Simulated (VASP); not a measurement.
# Ag (P6_3/mmc) in VASP: a series of runs

The runs below take Ag through single point, with r2SCAN.

Program: VASP 6.6.1. These are calculated values, not measurements. Logs are shortened: lines on timing, memory, paths and dates and some standing lists are left out, and cuts for length are marked.

### 1 The cell of the first run

The structure is hexagonal, space group P6_3/mmc (No. 194). Conventional cell: a = 2.930 Å, b = 2.930 Å, c = 4.790 Å, α = 90.00°, β = 90.00°, γ = 120.00°. Ag (site symmetry -6m2) has 12 Ag at 2.93 Å within 3.9 Å.

This isn't the form of Ag at room conditions, which is fcc.

### 2 Single point, r2SCAN

Contents of POSCAR:

```
Ag
1.0
    2.9299980804      0.0000000000      0.0000000000
   -1.4649990402      2.5374527707      0.0000000000
    0.0000000000      0.0000000000      4.7900000000
Ag
2
Direct
    0.3333333333      0.6666666667      0.2500000000
    0.6666666667      0.3333333333      0.7500000000
```

Contents of INCAR.step1:

```
  PREC = Accurate
  ENCUT = 520
  ISMEAR = 0
  SIGMA = 0.15
  LREAL = False
  LASPH = True
  NELM = 60
  NBANDS = 18
  GGA = PE
  ALGO = Normal
  EDIFF = 1E-4
  LWAVE = True
  LCHARG = False
```

Contents of INCAR.step2:

```
  PREC = Accurate
  ENCUT = 520
  EDIFF = 1E-6
  ISMEAR = 0
  SIGMA = 0.15
  LREAL = False
  LASPH = True
  NELM = 60
  ALGO = Normal
  ISIF = 2
  LWAVE = False
  LCHARG = False
  METAGGA = R2SCAN
  LMIXTAU = True
  NBANDS = 18
  ISTART = 1
```

Contents of KPOINTS:

```
Automatic mesh
0
Gamma
  18 18 10
```

Potentials or basis: VASP PAW PBE potentials, release 64 (Ag).

Launch:

```
$ cat potpaw_PBE.64/Ag/POTCAR > POTCAR
$ cp INCAR.step1 INCAR
$ mpirun -np 1 vasp_std > vasp.out
$ cp INCAR.step2 INCAR
$ mpirun -np 1 vasp_std > vasp.out
```

OUTCAR:

```text
PREC = Accurate
   ENCUT = 520
   EDIFF = 1E-6
   ISMEAR = 0
   LREAL = False
   LASPH = True
   NELM = 60
   ISIF = 2
   METAGGA = R2SCAN
   ISTART = 1

 ion  position               nearest neighbor table
   1  0.333  0.667  0.250-   2 2.93   2 2.93   2 2.93   2 2.93   2 2.93   2 2.93
   2  0.667  0.333  0.750-   1 2.93   1 2.93   1 2.93   1 2.93   1 2.93   1 2.93

  LATTYP: Found a hexagonal cell.
 ALAT       =     2.9299980804
 C/A-ratio  =     1.6348133577

  Lattice vectors:

 A1 = (   2.9299980804,   0.0000000000,   0.0000000000)
 A2 = (  -1.4649990402,   2.5374527707,   0.0000000000)
 A3 = (   0.0000000000,   0.0000000000,   4.7900000000)

Analysis of symmetry for initial positions (statically):
=====================================================================
 Subroutine PRICEL returns:
 Original cell was already a primitive cell.

 Routine SETGRP: Setting up the symmetry group for a
 hexagonal supercell.

 Subroutine GETGRP returns: Found 24 space group operations
 (whereof 12 operations were pure point group operations)
 out of a pool of 24 trial point group operations.

The static configuration has the point symmetry D_3d.
 The point group associated with its full space group is D_6h.

Analysis of symmetry for dynamics (positions and initial velocities):
=====================================================================
 Subroutine PRICEL returns:
 Original cell was already a primitive cell.

 Routine SETGRP: Setting up the symmetry group for a
 hexagonal supercell.

 Subroutine GETGRP returns: Found 24 space group operations
 (whereof 12 operations were pure point group operations)
 out of a pool of 24 trial point group operations.

The dynamic configuration has the point symmetry D_3d.
 The point group associated with its full space group is D_6h.

 Subroutine INISYM returns: Found 24 space group operations
 (whereof 12 operations are pure point group operations),
 and found     1 'primitive' translations

----------------------------------------------------------------------------------------

                                     Primitive cell

  volume of cell :      35.6124

  direct lattice vectors                    reciprocal lattice vectors
     2.929998080  0.000000000  0.000000000     0.341297152  0.197048003  0.000000000
    -1.464999040  2.537452771  0.000000000     0.000000000  0.394096005  0.000000000
     0.000000000  0.000000000  4.790000000     0.000000000  0.000000000  0.208768267

  length of vectors
     2.929998080  2.929998080  4.790000000     0.394096005  0.394096005  0.208768267

  position of ions in fractional coordinates (direct lattice)
     0.333333333  0.666666667  0.250000000
     0.666666667  0.333333333  0.750000000

  ion indices of the primitive-cell ions
   primitive index   ion index
                 1           1
                 2           2

----------------------------------------------------------------------------------------

 KPOINTS: Automatic mesh

Automatic generation of k-mesh.
 Grid dimensions read from file:
 generate k-points for:   18   18   10

 Generating k-lattice:

  Cartesian coordinates                     Fractional coordinates (reciprocal lattice)
     0.018960953  0.010947111  0.000000000     0.055555556  0.000000000  0.000000000
     0.000000000  0.021894223  0.000000000     0.000000000  0.055555556  0.000000000
     0.000000000  0.000000000  0.020876827     0.000000000  0.000000000  0.100000000

  Length of vectors
     0.021894223  0.021894223  0.020876827

  Shift w.r.t. Gamma in fractional coordinates (k-lattice)
     0.000000000  0.000000000  0.000000000

 Subroutine IBZKPT returns following result:
 ===========================================

 Found    222 irreducible k-points:

 Following reciprocal coordinates:
            Coordinates               Weight
  0.000000  0.000000  0.000000      1.000000
  0.055556  0.000000  0.000000      6.000000
  0.111111  0.000000  0.000000      6.000000
  0.166667  0.000000  0.000000      6.000000
  0.222222  0.000000  0.000000      6.000000
  0.277778  0.000000  0.000000      6.000000
[... 16 lines left out ...]
  0.333333  0.111111  0.000000     12.000000
  0.388889  0.111111  0.000000     12.000000
 [... further k-points ...]
   k-points           NKPTS =    222   k-points in BZ     NKDIM =    222   number of bands    NBANDS=     18
   number of dos      NEDOS =    301   number of ions     NIONS =      2
   total plane-waves  NPLWV =  20736
   dimension x,y,z NGX =    24 NGY =   24 NGZ =   36
   dimension x,y,z NGXF=    48 NGYF=   48 NGZF=   72
   ions per type =               2
   NGX,Y,Z   is equivalent  to a cutoff of  13.62, 13.62, 12.49 a.u.
   NGXF,Y,Z  is equivalent  to a cutoff of  27.23, 27.23, 24.99 a.u.
 SYSTEM =  unknown system
   PREC   = accura    normal or accurate (medium, high low for compatibility)
   ISTART =      1    job   : 0-new  1-cont  2-samecut
   ICHARG =      0    charge: 1-file 2-atom 10-const
   ISPIN  =      1    spin polarized calculation?
   LNONCOLLINEAR =      F non collinear calculations
   LSORBIT =      F    spin-orbit coupling
   LASPH  =      T    aspherical Exc in radial PAW
   ENCUT  =  520.0 eV  38.22 Ry    6.18 a.u.   5.45  5.45  8.91*2*pi/ulx,y,z
   NELM   =     60;   NELMIN=  2; NELMDL=  0     # of ELM steps
   EDIFF  = 0.1E-05   stopping-criterion for ELM
   LREAL  =      F    real-space projection
   EDIFFG = 0.1E-04   stopping-criterion for IOM
   NSW    =      0    number of steps for IOM
   IBRION =     -1    ionic relax: 0-MD 1-quasi-New 2-CG
   NFREE  =      0    steps in history (QN), initial steepest desc. (CG)
   ISIF   =      2    stress and relaxation
   ISYM   =      2    0-nonsym 1-usesym 2-fastsym
   POTIM  = 0.5000    time-step for ionic-motion
   TEBEG  =    0.0;   TEEND  =   0.0 temperature during run
   PSTRESS=    0.0 pullay stress
   NELECT =      22.0000    total number of electrons
   NUPDOWN=      -1.0000    fix difference up-down
   EMIN   =  10.00;   EMAX   =-10.00  energy-range for DOS
   EFERMI =   0.00;   METHOD = LEGACY
   ISMEAR =     0;   SIGMA  =   0.15  broadening in eV -4-tet -1-fermi 0-gaus
   EFERMI_NEDOS =   21; number of points for ismear=-14 and -15
   IALGO  =     38    algorithm
   IMIX   =      4    mixing-type and parameters
     AMIX     =   0.40;   BMIX     =  1.00
     AMIX_MAG =   1.60;   BMIX_MAG =  1.00
  volume/ion in A,a.u.               =      17.81       120.16
  Fermi-wavevector in a.u.,A,eV,Ry     =   1.394276  2.634800 26.449806  1.944006
  Thomas-Fermi vector in A             =   2.517841
   LORBIT       =      0    0 simple, 1 ext, 2 COOP (PROOUT), +10 PAW based schemes
   METAGGA = R2SCAN    functional components
   LHFCALC =     F    Hartree Fock is set to
   AEXX    =    0.0000 exact exchange contribution
   IVDW    =     0    specifies the selected vdW correction
   LEPSILON=     F    determine dielectric tensor
   LRPA    =     F    only Hartree local field effects (RPA)
 non-spin polarized calculation
 Gauss-broadening in eV      SIGMA  =   0.15
  energy-cutoff  :      520.00
  volume of cell :       35.61
 maximum number of plane-waves:       990
 NGX is ok and might be reduce to    24
   NGX = 11   NGY = 11   NGZ = 17

 number of electron      22.0000005 magnetization

 Free energy of the ion-electron system (eV)
  ---------------------------------------------------
  ext. energy  EPLUGINS =         0.00000000
  ---------------------------------------------------
  free energy    TOTEN  =       -42.70151404 eV

  energy without entropy =      -42.69385453  energy(sigma->0) =      -42.69768428

 E-fermi :   7.8493     XC(G=0): -12.6656

 val. band max:        7.7813478803   @ k =   0.4444   0.0556   0.1000
 cond. band min:       7.8521147158   @ k =   0.3889   0.1111   0.3000
 fundamental gap:      0.0707668356
 Fermi energy:         7.8493113007

 k-point     1 :       0.0000    0.0000    0.0000
  band No.  band energies     occupation
      1       0.2159      2.00000
      2       1.3879      2.00000
      3       2.8549      2.00000
      4       2.9476      2.00000
      5       2.9476      2.00000
      6       3.1705      2.00000
[... 10 lines left out ...]
     17      26.3240      0.00000
     18      26.3240      0.00000

 k-point     2 :       0.0556    0.0000    0.0000
  band No.  band energies     occupation
      1       0.3018      2.00000
      2       1.4361      2.00000
      3       2.7979      2.00000
      4       2.9912      2.00000
      5       3.0021      2.00000
      6       3.1543      2.00000
[... 10 lines left out ...]
     17      26.0017      0.00000
     18      26.7675      0.00000

 k-point     3 :       0.1111    0.0000    0.0000
  band No.  band energies     occupation
      1       0.5511      2.00000
      2       1.5666      2.00000
      3       2.6992      2.00000
      4       3.0671      2.00000
      5       3.1187      2.00000
      6       3.1551      2.00000
[... 10 lines left out ...]
     17      26.2122      0.00000
     18      27.2194      0.00000

 k-point     4 :       0.1667    0.0000    0.0000
  band No.  band energies     occupation
      1       0.9329      2.00000
      2       1.7290      2.00000
      3       2.6147      2.00000
      4       3.0267      2.00000
      5       3.0824      2.00000
      6       3.3089      2.00000
[... 375 lines left out ...]
      4       2.8911      2.00000
      5       2.9654      2.00000
      6       3.1959      2.00000
[... 10 lines left out ...]
     17      21.5755      0.00000
     18      24.0207      0.00000

 k-point    23 :       0.3333    0.1111    0.0000
  band No.  band energies     occupation
      1       1.6894      2.00000
      2       1.9393      2.00000
      3       1.9755      2.00000
      4       2.8507      2.00000
      5       3.2485      2.00000
      6       3.2541      2.00000
[... 10 lines left out ...]
     17      20.1434      0.00000
     18      23.5805      0.00000

 k-point    24 :       0.3889    0.1111    0.0000
  band No.  band energies     occupation
      1       1.6118      2.00000
      2       1.8227      2.00000
      3       1.9483      2.00000
      4       2.8330      2.00000
      5       3.1795      2.00000
      6       3.3637      2.00000
[... 10 lines left out ...]
     17      18.9819      0.00000
     18      23.3150      0.00000

 [... further k-points ...]

------------------------ aborting loop because EDIFF is reached ----------------------------------------

  FORCE on cell =-STRESS in cart. coord.  units (eV):
  Direction    XX          YY          ZZ          XY          YZ          ZX
  --------------------------------------------------------------------------------------
  -------------------------------------------------------------------------------------
  Total       -0.5576787     -0.5576787     -0.5306717      0.0000000     -0.0000000      0.0000000
  in kB      -25.0896067    -25.0896067    -23.8745758      0.0000000     -0.0000000      0.0000000
  external PRESSURE =     -24.6845964 kB  Pullay stress =       0.0000000 kB

 VOLUME and BASIS-vectors are now :
 -----------------------------------------------------------------------------
  energy-cutoff  :      520.00
  volume of cell :       35.61
      direct lattice vectors                 reciprocal lattice vectors
     2.929998080  0.000000000  0.000000000     0.341297152  0.197048003  0.000000000
    -1.464999040  2.537452771  0.000000000     0.000000000  0.394096005  0.000000000
     0.000000000  0.000000000  4.790000000     0.000000000  0.000000000  0.208768267

 POSITION                                       TOTAL-FORCE (eV/Angst)
 -----------------------------------------------------------------------------------
     -0.00000      1.69164      1.19750         0.000000     -0.000000      0.000000
      1.46500      0.84582      3.59250        -0.000000      0.000000      0.000000
 -----------------------------------------------------------------------------------
    total drift:                               -0.000000      0.000000     -0.000000

  FREE ENERGIE OF THE ION-ELECTRON SYSTEM (eV)
  ---------------------------------------------------
  free  energy   TOTEN  =       -42.7015140359 eV

  energy  without entropy=      -42.6938545328  energy(sigma->0) =      -42.69768428
```

Wall time 3.7 min (1 thread of AMD EPYC 9R45 (Zen 5), shared host); peak memory 0.22 GiB.

What came out:

```
Free energy            : -42.7015 eV
Pressure               : -2.5 GPa
Band gap on the k mesh : zero (bands 11 and 12 overlap by 7.83 eV)
```

Stress tensor (GPa, compression positive):
```
-2.51  0.00  0.00
 0.00 -2.51  0.00
 0.00  0.00 -2.39
```

Levels at points of the mesh, in eV from the Fermi level:
```tsv
k point	band 9	band 10	band 11	band 12	band 13	band 14
(0.00, 0.00, 0.00)	-4.35	-3.39	-3.39	-0.22	3.44	16.16
(0.50, 0.00, 0.00)	-3.22	-3.13	0.14	1.49	6.98	7.24
(0.00, 0.00, 0.50)	-3.69	-3.69	-3.69	-3.69	11.19	11.19
(0.50, 0.00, 0.50)	-3.18	-3.18	0.90	0.90	4.49	4.49
```

Caveat: the PAW data sets were made with another functional, which shifts forces and pressure a little.

(Continued in part 2 of 2.)
